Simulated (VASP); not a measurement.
Input of a VASP 6.6.1 run:

File INCAR:

```
SYSTEM = Si2C3
PREC = Accurate ; ENCUT = 520
EDIFF = 1E-6 ; ISMEAR = 0
SIGMA = 0.1 ; LREAL = .False.
LASPH = .True. ; NELM = 60
ALGO = Normal ; ISIF = 2
LWAVE = .False. ; LCHARG = .True.
GGA = PE ; LELF = .True.
LVHAR = .True. ; NBANDS = 31
```

Contents of KPOINTS:

```
regular mesh
0
Gamma
  6 6 1
  0 0 0
```

POSCAR

```
Si2C3
1.0
    2.6359670200      0.0000000000      0.0000000000
   -1.3179835100      2.2828144000      0.0000000000
    0.0000000000      0.0000000000     22.8783716700
Si C
4 6
Direct
    0.6666666700      0.3333333300      0.1500000000
    0.6666666700      0.3333333300      0.3500000000
    0.3333333300      0.6666666700      0.6500000000
    0.3333333300      0.6666666700      0.8500000000
    0.6666666700      0.3333333300      0.7500000000
    0.6666666700      0.3333333300      0.9500000000
    0.6666666700      0.3333333300      0.5500000000
    0.3333333300      0.6666666700      0.0500000000
    0.3333333300      0.6666666700      0.2500000000
    0.3333333300      0.6666666700      0.4500000000
```

Potentials or basis: VASP PAW PBE potentials, release 64 (Si, C).

Run with:

```bash
$ cat potpaw_PBE.64/Si/POTCAR potpaw_PBE.64/C/POTCAR > POTCAR
$ mpirun -np 1 vasp_std > vasp.out
```

(1) Estimate the pressure.

(2) Predict the largest force.

Answers

(1) -19.7 GPa.

(2) 0.242 eV/Å.

Caveat: the k points lie up to 0.46 Å⁻¹ apart.
